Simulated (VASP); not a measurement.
Set up this calculation in VASP 6.6.1, as the native input.

| Quantity | Value |
| --- | --- |
| Task | single point |
| Functional | LDA |
| Potentials or basis | VASP PAW LDA potentials, release 64 (K_sv) |
| Cutoff | 520 eV |
| k mesh | 10 × 10 × 10 |
| Occupations | fermi-dirac, width 0.05 eV |
| Spin | no spin polarisation |
| Dipole correction | no |
| Further INCAR settings | ALGO = Normal; EDIFF = 1e-06; NBANDS = 16 |

The structure of K lies in POSCAR:

```
K
1.0
   -3.9395817872      3.9395817872      2.1255321432
    3.9395817872     -3.9395817872      2.1255321432
    3.9395817872      3.9395817872     -2.1255321432
K
2
Direct
   -0.3750000000     -0.1250000000     -0.2500000000
    0.3750000000      0.1250000000      0.2500000000
```

The input as run:

INCAR

```
SYSTEM = K
PREC = Accurate
ENCUT = 520
EDIFF = 1E-6
ISMEAR = -1
SIGMA = 0.05
LREAL = .FALSE.
LASPH = .TRUE.
NELM = 100
ALGO = Normal
ISIF = 2
LWAVE = .FALSE.
LCHARG = .FALSE.
GGA = CA
NBANDS = 16
```

KPOINTS

```
regular mesh
0
G
  10 10 10
  0 0 0
```

Potentials or basis: VASP PAW LDA potentials, release 64 (K_sv).

Command:

```console
$ cat potpaw_LDA.64/K_sv/POTCAR > POTCAR
$ mpirun -np 1 vasp_std > vasp.out
```

Results of the run:

* Pressure: 0.0 GPa
* Band gap on the k mesh: zero (bands 9 and 10 overlap by 1.72 eV)

It took 2.5 min on 1 thread of Intel(R) Xeon(R) Platinum 8488C (Sapphire Rapids), on a shared host, peak memory 0.35 GiB.
